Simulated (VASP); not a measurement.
# Si2Mo (I4/mmm) in VASP: a series of runs

The runs below take Si2Mo through single point, with PBEsol.

Everything below comes from runs of VASP 6.6.1. Logs are shortened: lines on timing, memory, paths and dates and some standing lists are left out, and cuts for length are marked.

### 1 The cell of the first run

The structure is tetragonal, space group I4/mmm (No. 139). Conventional cell: a = 3.200 Å, b = 3.200 Å, c = 7.861 Å, α = 90.00°, β = 90.00°, γ = 90.00°. Within 3.4 Å of Si (site symmetry 4mm) lie 9 Si at 2.61 to 3.20 Å and 5 Mo at 2.62 Å. Within 3.5 Å of Mo (site symmetry 4/mmm) lie 10 Si at 2.62 Å and 4 Mo at 3.20 Å.

### 2 Single point, PBEsol

The input, INCAR:

```
SYSTEM = Si2Mo
  PREC = Accurate
  ENCUT = 520
  EDIFF = 1E-6
  ISMEAR = -1
  SIGMA = 0.1
  LREAL = .False.
  LASPH = .True.
  NELM = 80
  ALGO = Normal
  ISIF = 2
  LWAVE = .False.
  LCHARG = .False.
  GGA = PS
  NBANDS = 18
```

The input, KPOINTS:

```
Automatic mesh
0
Gamma
  12 12 12
  0 0 0
```

The input, POSCAR:

```
Si2Mo
1.0
   -1.6000000000      1.6000000000      3.9305000000
    1.6000000000     -1.6000000000      3.9305000000
    1.6000000000      1.6000000000     -3.9305000000
Si Mo
2 1
Direct
    0.3330000000      0.3330000000      0.0000000000
    0.6670000000      0.6670000000      0.0000000000
    0.0000000000      0.0000000000      0.0000000000
```

Potentials or basis: VASP PAW PBE potentials, release 64 (Si, Mo_sv).

On the command line:

```console
cat potpaw_PBE.64/Si/POTCAR potpaw_PBE.64/Mo_sv/POTCAR > POTCAR
mpirun -np 1 vasp_std > vasp.out
```

OUTCAR:

```text
SYSTEM = Si2Mo
   PREC = Accurate
   ENCUT = 520
   EDIFF = 1E-6
   ISMEAR = -1
   LREAL = .False.
   LASPH = .True.
   NELM = 80
   ISIF = 2
   GGA = PS

 ion  position               nearest neighbor table
   1  0.333  0.333  0.000-   2 2.61   2 2.61   2 2.61   2 2.61   3 2.62   3 2.62   3 2.62   3 2.62
                             3 2.62   2 2.63
   2  0.667  0.667  0.000-   1 2.61   1 2.61   1 2.61   1 2.61   3 2.62   3 2.62   3 2.62   3 2.62
                             3 2.62   1 2.63
   3  0.000  0.000  0.000-   2 2.62   1 2.62   2 2.62   1 2.62   2 2.62   1 2.62   1 2.62   2 2.62
                             1 2.62   2 2.62

  LATTYP: Found a body centered tetragonal cell.
 ALAT       =     3.2000000000
 C/A-ratio  =     2.4565625000

  Lattice vectors:

 A1 = (  -1.6000000000,   1.6000000000,   3.9305000000)
 A2 = (   1.6000000000,  -1.6000000000,   3.9305000000)
 A3 = (   1.6000000000,   1.6000000000,  -3.9305000000)

Analysis of symmetry for initial positions (statically):
=====================================================================
 Subroutine PRICEL returns:
 Original cell was already a primitive cell.

 Routine SETGRP: Setting up the symmetry group for a
 body centered tetragonal supercell.

 Subroutine GETGRP returns: Found 16 space group operations
 (whereof 16 operations were pure point group operations)
 out of a pool of 16 trial point group operations.

The static configuration has the point symmetry D_4h.

Analysis of symmetry for dynamics (positions and initial velocities):
=====================================================================
 Subroutine PRICEL returns:
 Original cell was already a primitive cell.

 Routine SETGRP: Setting up the symmetry group for a
 body centered tetragonal supercell.

 Subroutine GETGRP returns: Found 16 space group operations
 (whereof 16 operations were pure point group operations)
 out of a pool of 16 trial point group operations.

The dynamic configuration has the point symmetry D_4h.

 Subroutine INISYM returns: Found 16 space group operations
 (whereof 16 operations are pure point group operations),
 and found     1 'primitive' translations

----------------------------------------------------------------------------------------

                                     Primitive cell

  volume of cell :      40.2483

  direct lattice vectors                    reciprocal lattice vectors
    -1.600000000  1.600000000  3.930500000     0.000000000  0.312500000  0.127210279
     1.600000000 -1.600000000  3.930500000     0.312500000  0.000000000  0.127210279
     1.600000000  1.600000000 -3.930500000     0.312500000  0.312500000  0.000000000

  length of vectors
     4.535287229  4.535287229  4.535287229     0.337399918  0.337399918  0.441941738

  position of ions in fractional coordinates (direct lattice)
     0.333000000  0.333000000  0.000000000
     0.667000000  0.667000000  0.000000000
     0.000000000  0.000000000  0.000000000

  ion indices of the primitive-cell ions
   primitive index   ion index
                 1           1
                 2           2
                 3           3

----------------------------------------------------------------------------------------

 KPOINTS: Automatic mesh

Automatic generation of k-mesh.
 Grid dimensions read from file:
 generate k-points for:   12   12   12

 Generating k-lattice:

  Cartesian coordinates                     Fractional coordinates (reciprocal lattice)
     0.000000000  0.026041667  0.010600857     0.083333333  0.000000000 -0.000000000
     0.026041667  0.000000000  0.010600857     0.000000000  0.083333333 -0.000000000
     0.026041667  0.026041667  0.000000000     0.000000000  0.000000000  0.083333333

  Length of vectors
     0.028116660  0.028116660  0.036828478

  Shift w.r.t. Gamma in fractional coordinates (k-lattice)
     0.000000000  0.000000000  0.000000000

 Subroutine IBZKPT returns following result:
 ===========================================

 Found    163 irreducible k-points:

 Following reciprocal coordinates:
            Coordinates               Weight
  0.000000  0.000000  0.000000      1.000000
  0.083333 -0.000000  0.000000      8.000000
  0.166667 -0.000000  0.000000      8.000000
  0.250000 -0.000000  0.000000      8.000000
  0.333333 -0.000000  0.000000      8.000000
  0.416667  0.000000  0.000000      8.000000
[... 16 lines left out ...]
  0.500000  0.166667  0.000000     16.000000
 -0.416667  0.166667  0.000000     16.000000
 [... further k-points ...]
   k-points           NKPTS =    163   k-points in BZ     NKDIM =    163   number of bands    NBANDS=     18
   number of dos      NEDOS =    301   number of ions     NIONS =      3
   total plane-waves  NPLWV =  46656
   dimension x,y,z NGX =    36 NGY =   36 NGZ =   36
   dimension x,y,z NGXF=    72 NGYF=   72 NGZF=   72
   ions per type =               2   1
   NGX,Y,Z   is equivalent  to a cutoff of  13.20, 13.20, 13.20 a.u.
   NGXF,Y,Z  is equivalent  to a cutoff of  26.39, 26.39, 26.39 a.u.
 SYSTEM =  Si2Mo
   PREC   = accura    normal or accurate (medium, high low for compatibility)
   ISTART =      0    job   : 0-new  1-cont  2-samecut
   ICHARG =      2    charge: 1-file 2-atom 10-const
   ISPIN  =      1    spin polarized calculation?
   LNONCOLLINEAR =      F non collinear calculations
   LSORBIT =      F    spin-orbit coupling
   LASPH  =      T    aspherical Exc in radial PAW
   ENCUT  =  520.0 eV  38.22 Ry    6.18 a.u.   8.43  8.43  8.43*2*pi/ulx,y,z
   NELM   =     80;   NELMIN=  2; NELMDL= -5     # of ELM steps
   EDIFF  = 0.1E-05   stopping-criterion for ELM
   LREAL  =      F    real-space projection
   EDIFFG = 0.1E-04   stopping-criterion for IOM
   NSW    =      0    number of steps for IOM
   IBRION =     -1    ionic relax: 0-MD 1-quasi-New 2-CG
   NFREE  =      0    steps in history (QN), initial steepest desc. (CG)
   ISIF   =      2    stress and relaxation
   ISYM   =      2    0-nonsym 1-usesym 2-fastsym
   POTIM  = 0.5000    time-step for ionic-motion
   TEBEG  =    0.0;   TEEND  =   0.0 temperature during run
   PSTRESS=    0.0 pullay stress
   NELECT =      22.0000    total number of electrons
   NUPDOWN=      -1.0000    fix difference up-down
   EMIN   =  10.00;   EMAX   =-10.00  energy-range for DOS
   EFERMI =   0.00;   METHOD = LEGACY
   ISMEAR =    -1;   SIGMA  =   0.10  broadening in eV -4-tet -1-fermi 0-gaus
   EFERMI_NEDOS =   21; number of points for ismear=-14 and -15
   IALGO  =     38    algorithm
   IMIX   =      4    mixing-type and parameters
     AMIX     =   0.40;   BMIX     =  1.00
     AMIX_MAG =   1.60;   BMIX_MAG =  1.00
  volume/ion in A,a.u.               =      13.42        90.54
  Fermi-wavevector in a.u.,A,eV,Ry     =   1.338546  2.529484 24.377614  1.791704
  Thomas-Fermi vector in A             =   2.467007
   LORBIT       =      0    0 simple, 1 ext, 2 COOP (PROOUT), +10 PAW based schemes
   GGA     = PS    functional components
   LHFCALC =     F    Hartree Fock is set to
   AEXX    =    0.0000 exact exchange contribution
   IVDW    =     0    specifies the selected vdW correction
   LEPSILON=     F    determine dielectric tensor
   LRPA    =     F    only Hartree local field effects (RPA)
 non-spin polarized calculation
  energy-cutoff  :      520.00
  volume of cell :       40.25
 maximum number of plane-waves:      1112
 NGX is ok and might be reduce to    36
   NGX = 17   NGY = 17   NGZ = 17

 number of electron      22.0000000 magnetization

 Free energy of the ion-electron system (eV)
  ---------------------------------------------------
  ext. energy  EPLUGINS =         0.00000000
  ---------------------------------------------------
  free energy    TOTEN  =       -25.07538680 eV

  energy without entropy =      -25.06445978  energy(sigma->0) =      -25.06992329

 E-fermi :  12.1754     XC(G=0): -12.5108

 val. band max:       12.1236944246   @ k =  -0.3333  -0.4167   0.3333
 cond. band min:      12.2372509568   @ k =   0.0833  -0.0000   0.0000
 fundamental gap:      0.1135565322
 Fermi energy:        12.1753840368

 k-point     1 :       0.0000    0.0000    0.0000
  band No.  band energies     occupation
      1     -48.4540      2.00000
      2     -22.6494      2.00000
      3     -22.5478      2.00000
      4     -22.5478      2.00000
      5      -1.2700      2.00000
      6       5.8316      2.00000
[... 10 lines left out ...]
     17      17.2294      0.00000
     18      17.2294      0.00000

 k-point     2 :       0.0833   -0.0000    0.0000
  band No.  band energies     occupation
      1     -48.4527      2.00000
      2     -22.6480      2.00000
      3     -22.5655      2.00000
      4     -22.5462      2.00000
      5      -1.1439      2.00000
      6       5.8389      2.00000
[... 10 lines left out ...]
     17      17.3560      0.00000
     18      17.9650      0.00000

 k-point     3 :       0.1667   -0.0000    0.0000
  band No.  band energies     occupation
      1     -48.4493      2.00000
      2     -22.6445      2.00000
      3     -22.6133      2.00000
      4     -22.5417      2.00000
      5      -0.7720      2.00000
      6       5.7942      2.00000
[... 10 lines left out ...]
     17      18.0686      0.00000
     18      19.4168      0.00000

 k-point     4 :       0.2500   -0.0000    0.0000
  band No.  band energies     occupation
      1     -48.4447      2.00000
      2     -22.6785      2.00000
      3     -22.6392      2.00000
      4     -22.5357      2.00000
      5      -0.1735      2.00000
      6       5.4499      2.00000
[... 375 lines left out ...]
      4     -22.5869      2.00000
      5       2.1466      2.00000
      6       3.6634      2.00000
[... 10 lines left out ...]
     17      19.5686      0.00000
     18      21.0631      0.00000

 k-point    23 :       0.5000    0.1667    0.0000
  band No.  band energies     occupation
      1     -48.4308      2.00000
      2     -22.7960      2.00000
      3     -22.6222      2.00000
      4     -22.5850      2.00000
      5       2.6548      2.00000
      6       3.1494      2.00000
[... 10 lines left out ...]
     17      19.7288      0.00000
     18      20.9355      0.00000

 k-point    24 :      -0.4167    0.1667    0.0000
  band No.  band energies     occupation
      1     -48.4321      2.00000
      2     -22.7792      2.00000
      3     -22.6225      2.00000
      4     -22.5868      2.00000
      5       1.6743      2.00000
      6       4.1818      2.00000
[... 10 lines left out ...]
     17      19.5066      0.00000
     18      20.3601      0.00000

 [... further k-points ...]

------------------------ aborting loop because EDIFF is reached ----------------------------------------

  FORCE on cell =-STRESS in cart. coord.  units (eV):
  Direction    XX          YY          ZZ          XY          YZ          ZX
  --------------------------------------------------------------------------------------
  -------------------------------------------------------------------------------------
  Total       -0.4868062     -0.4868062     -0.7805196      0.0000000      0.0000000      0.0000000
  in kB      -19.3784445    -19.3784445    -31.0703842      0.0000000      0.0000000      0.0000000
  external PRESSURE =     -23.2757577 kB  Pullay stress =       0.0000000 kB

 VOLUME and BASIS-vectors are now :
 -----------------------------------------------------------------------------
  energy-cutoff  :      520.00
  volume of cell :       40.25
      direct lattice vectors                 reciprocal lattice vectors
    -1.600000000  1.600000000  3.930500000     0.000000000  0.312500000  0.127210279
     1.600000000 -1.600000000  3.930500000     0.312500000  0.000000000  0.127210279
     1.600000000  1.600000000 -3.930500000     0.312500000  0.312500000  0.000000000

 POSITION                                       TOTAL-FORCE (eV/Angst)
 -----------------------------------------------------------------------------------
      0.00000      0.00000      2.61771        -0.000000     -0.000000      0.319976
      0.00000      0.00000      5.24329        -0.000000     -0.000000     -0.319976
      0.00000      0.00000      0.00000         0.000000      0.000000     -0.000000
 -----------------------------------------------------------------------------------
    total drift:                                0.000000      0.000000     -0.000000

  FREE ENERGIE OF THE ION-ELECTRON SYSTEM (eV)
  ---------------------------------------------------
  free  energy   TOTEN  =       -25.0753868013 eV

  energy  without entropy=      -25.0644597761  energy(sigma->0) =      -25.06992329
```

Wall time 3.5 min (1 thread of Intel Xeon 8259CL, shared host); peak memory 0.28 GiB.

What came out:

| Item | Value |
| --- | --- |
| Free energy | -25.0754 eV |
| Pressure | -2.3 GPa |
| Largest force | 0.320 eV/Å |
| Band gap on the k mesh | zero (bands 11 and 12 overlap by 1.04 eV) |

Forces on the atoms (eV/Å):
```
Si   0.000  0.000  0.320
Si   0.000  0.000 -0.320
Mo   0.000  0.000  0.000
```

Caveat: the PAW data sets were made with another functional, which shifts forces and pressure a little.

### 3 Single point, PBEsol

The input, INCAR:

```
ALGO = Normal
EDIFF = 1E-6
ENCUT = 520
GGA = PS
ISIF = 2
ISMEAR = -1
LASPH = True
LCHARG = False
LREAL = False
LWAVE = False
NBANDS = 18
NELM = 100
PREC = Accurate
SIGMA = 0.1
```

The input, KPOINTS:

```
k-points
0
Gamma
  12 12 12
```

POSCAR is that of step 2.

Potentials or basis: VASP PAW PBE potentials, release 64 (Si, Mo_sv).

On the command line:

```console
cat potpaw_PBE.64/Si/POTCAR potpaw_PBE.64/Mo_sv/POTCAR > POTCAR
mpirun -np 1 vasp_std > vasp.out
```

Wall time 3.8 min (1 thread of Intel Xeon 8259CL, shared host); peak memory 0.28 GiB.

It converged, with:

```
Free energy            : -25.0754 eV
Pressure               : -2.3 GPa
Largest force          : 0.320 eV/Å
Band gap on the k mesh : zero (bands 11 and 12 overlap by 1.04 eV)
```

Forces in eV/Å, atoms in the order of the input:
```
Si   0.000  0.000  0.320
Si   0.000  0.000 -0.320
Mo   0.000  0.000  0.000
```

Stress tensor (GPa, compression positive):
```
-1.94  0.00  0.00
 0.00 -1.94  0.00
 0.00  0.00 -3.11
```

Levels at points of the mesh, in eV from the Fermi level:
```csv
k point,band 8,band 9,band 10,band 11,band 12,band 13,band 14,band 15
"(0.00, 0.00, 0.00)",-3.05,-2.65,-2.65,0.43,3.09,3.10,3.65,3.65
"(0.50, 0.00, 0.00)",-4.46,-2.62,-2.50,-0.51,2.26,3.04,4.05,4.26
"(0.50, 0.50, 0.00)",-5.25,-4.49,-3.06,-1.13,2.32,2.72,3.03,3.26
"(0.50, 0.50, 0.50)",-2.30,-0.58,-0.58,-0.51,-0.51,0.56,4.64,5.17
```

Caveat: the PAW data sets were made with another functional, which shifts forces and pressure a little.
